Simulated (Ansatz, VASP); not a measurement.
**SnC3 in VASP and in Ansatz**

```
C Sn
1.0
     1.55112    0.89554    5.11911
    -1.55112    0.89554    5.11911
     0.00000   -1.79108    5.11911
C Sn
3 1
Direct
  0.01426 0.01426 0.01426
  0.47755 0.47755 0.47755
  0.38333 0.38333 0.38333
  0.87486 0.87486 0.87486
```

Alike in both runs: task single point; functional r2SCAN; k mesh 8 × 8 × 8; occupations fermi-dirac, width 0.02 eV; no spin polarisation.

```csv
,VASP,Ansatz
version,VASP 6.6.1,Ansatz 0.2.0
potentials or method,"VASP PAW PBE potentials, release 64 (C, Sn_d)","plane waves, PAW"
plane-wave cutoff (eV),520,500
valence electrons in the cell,26,26
```

|  | VASP | Ansatz | Ansatz less VASP |
| --- | --- | --- | --- |
| pressure (GPa) | 6.6 | 6.2 | -0.43 |
| traceless stress, the component that is largest in VASP (GPa) | 2.06 | 2.08 | +0.024 |
| rms of the force components (eV/Å) | 0.139 | 0.127 | -0.0116 |

VASP's potentials were made for PBE, not for r2SCAN. Atom by atom the forces differ by 0.023 eV/Å (rms over components).
